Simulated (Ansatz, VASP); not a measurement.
**One calculation of BaTiO3, two programs**

```
Ba Ti O
1.0
     4.18000    0.00000    0.00000
     0.00000    4.18000    0.00000
     0.00000    0.00000    4.18005
Ba Ti O
1 1 3
Direct
  0.00000 0.00000 0.00000
  0.50000 0.50000 0.50000
  0.50000 0.50000 0.00000
  0.50000 0.00000 0.50000
  0.00000 0.50000 0.50000
```

Change from the starting cell: strain +0.040 along x and y, +0.040 along z, atoms carried along.

Alike in both runs: task single point; functional PBE; k mesh 8 × 8 × 8; occupations gaussian, width 0.05 eV; no spin polarisation.

|  | VASP | Ansatz |
| --- | --- | --- |
| version | VASP 6.6.1 | Ansatz 0.2.0 |
| potentials or method | VASP PAW PBE potentials, release 64 (Ba_sv, Ti_sv, O), cutoff 520 eV | scalar-relativistic, plane waves, PAW |
| valence electrons in the cell | 40 | 40 |

```csv
,VASP,Ansatz,Ansatz less VASP
gap on the k mesh at the Fermi level (eV),1.48,1.53,+0.048
least direct gap on the mesh (eV),1.72,1.74,+0.020
pressure (GPa),-13.6,-14.7,-1.09
```

Ansatz's warnings: near symmetry operations not taken.

Spin-orbit coupling is off throughout.
